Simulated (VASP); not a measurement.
Here is a VASP 6.6.1 calculation.

File INCAR:

```
ALGO = Normal
EDIFF = 1E-7
ENCUT = 520
GGA = PE
ISIF = 2
ISMEAR = -1
LASPH = True
LCHARG = False
LREAL = False
LWAVE = False
NBANDS = 16
NELM = 60
PREC = Accurate
SIGMA = 0.05
```

The input KPOINTS:

```
k-points
0
Gamma
  6 6 6
```

Contents of POSCAR:

```
CdSe
1.0
    0.0000000000      3.0702711986      3.0702711986
    3.0702711986      0.0000000000      3.0702711986
    3.0702711986      3.0702711986      0.0000000000
Cd Se
1 1
Direct
    0.0000000000      0.0000000000      0.0000000000
    0.2500000000      0.2500000000      0.2500000000
```

Potentials or basis: VASP PAW PBE potentials, release 64 (Cd, Se).

The run is started by

```bash
$ cat potpaw_PBE.64/Cd/POTCAR potpaw_PBE.64/Se/POTCAR > POTCAR
$ mpirun -np 1 vasp_std > vasp.out
```

(1) Estimate the pressure.

(2) What does it give for the band gap on the k mesh?

Results:

(1) 1.6 GPa.

(2) 0.55 eV.
